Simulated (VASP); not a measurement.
As:

```
As
1.0
     1.87975    1.08527    3.48577
    -1.87975    1.08527    3.48577
     0.00000   -2.17055    3.48577
As
2
Direct
  0.22754 0.22754 0.22754
  0.77246 0.77246 0.77246
```

| Property | Result |
| --- | --- |
| Program | VASP 6.6.1 |
| Task | relaxation of cell and atoms |
| Functional | PBEsol |
| Potentials or basis | VASP PAW PBE potentials, release 64 (As) |
| Cutoff | 600 eV |
| k mesh | 18 × 18 × 18 |
| Occupations | gaussian, width 0.1 eV |
| Spin | no spin polarisation |

At the start: pressure 0.6 GPa; volume 21.33 Å³/atom.

Where does the relaxation end?

Over 10 steps the energy falls by 5.1 meV/atom and the volume is 20.89 Å³/atom (-2.1 %); space group R-3m (No. 166, to 0.1 Å) before and after.

The path:
| step | energy change (eV) | largest force (eV/Å) | pressure (GPa) | volume (Å³) |
| --- | --- | --- | --- | --- |
| 1 | 0.0000 | 0.2275 | 0.56 | 42.67 |
| 2 | -0.0031 | 0.0004 | -0.96 | 43.13 |
| 3 | -0.0033 | 0.0390 | -0.69 | 43.05 |
| 4 | -0.0064 | 0.0199 | -0.49 | 42.68 |
| 5 | -0.0100 | 0.0211 | 0.10 | 41.83 |
| 6 | -0.0100 | 0.0257 | 0.18 | 41.73 |
| 7 | -0.0102 | 0.0217 | -0.12 | 41.83 |
| 8 | -0.0102 | 0.0226 | -0.05 | 41.81 |
| 9 | -0.0102 | 0.0096 | 0.10 | 41.76 |
| 10 | -0.0103 | 0.0042 | 0.04 | 41.78 |

Final structure:
```
As
1.0
     1.89402    1.09351    3.36188
    -1.89402    1.09351    3.36188
     0.00000   -2.18702    3.36188
As
2
Cartesian
  0.0000 0.0000 2.3255
  0.0000 0.0000 7.7602
```

Caveat: the PAW data sets were made with another functional, which shifts forces and pressure a little.
